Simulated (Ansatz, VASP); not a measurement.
# Two plane-wave programs on GdN

File INCAR:

```
PREC     = Accurate       # precision mode
ENCUT    = 520            # plane-wave cutoff, eV
EDIFF    = 1E-6           # SCF threshold, eV
ISMEAR   = 0              # smearing method
SIGMA    = 0.05           # smearing width, eV
LREAL    = F              # projectors in reciprocal space
LASPH    = T              # aspherical terms in the spheres
NELM     = 150            # most SCF steps
ALGO     = Normal         # electronic algorithm
ISIF     = 2              # what is computed and relaxed
LWAVE    = F              # write WAVECAR
LCHARG   = F              # write CHGCAR
ISPIN    = 2              # spin polarisation
MAGMOM   = 7 0            # initial moments
LORBIT   = 11             # projections on sites
LMAXMIX  = 6              # l up to which the mixer works
GGA      = PE             # functional
NBANDS   = 22             # bands
```

File KPOINTS:

```
regular mesh
0
Gamma
  12 12 12
```

Contents of POSCAR:

```
GdN
1.0
    0.0000000000      2.4927984072      2.4927984072
    2.4927984072      0.0000000000      2.4927984072
    2.4927984072      2.4927984072      0.0000000000
Gd N
1 1
Direct
    0.5000000000      0.5000000000      0.5000000000
    0.0000000000      0.0000000000      0.0000000000
```

Input for Ansatz:

```yaml
crystal:
  lattice:
    - [0.0, 2.4927984091, 2.4927984091]
    - [2.4927984091, 0.0, 2.4927984091]
    - [2.4927984091, 2.4927984091, 0.0]
  atoms:
    - { symbol: Gd, position: [0.5, 0.5, 0.5], spin: 7.0 }
    - { symbol: "N", position: [0.0, 0.0, 0.0] }
basis:
  ecutwfc: 420
  ecutrho_ratio: 4
kpoints:
  mp_grid: { grid: [12, 12, 12] }
hamiltonian:
  xc: pbe
scf:
  occupations: { method: gaussian, width: 0.05 }
  mixing: { preconditioner: kerker_dos }
output:
  forces: true
  stress: true
magnetization:
  spin_polarized: true
```

Alike in both runs: task single point; functional PBE; k mesh 12 × 12 × 12; occupations gaussian, width 0.05 eV; collinear spin.

|  | VASP | Ansatz |
| --- | --- | --- |
| version | VASP 6.6.1 | Ansatz 0.2.0 |
| potentials or method | VASP PAW PBE potentials, release 64 (Gd, N), cutoff 520 eV | scalar-relativistic, plane waves, PAW |
| valence electrons in the cell | 23 | 23 |

```tsv
	VASP	Ansatz	Ansatz less VASP
pressure (GPa)	-0.1	-0.1	0.00
net moment per atom (μB)	3.50	3.50	0.000
size of the moment on the site where the two differ most (μB)	6.80	6.86	+0.062
```

Site moments also hang on the region over which each program counts them.

Spin-orbit coupling is off throughout.
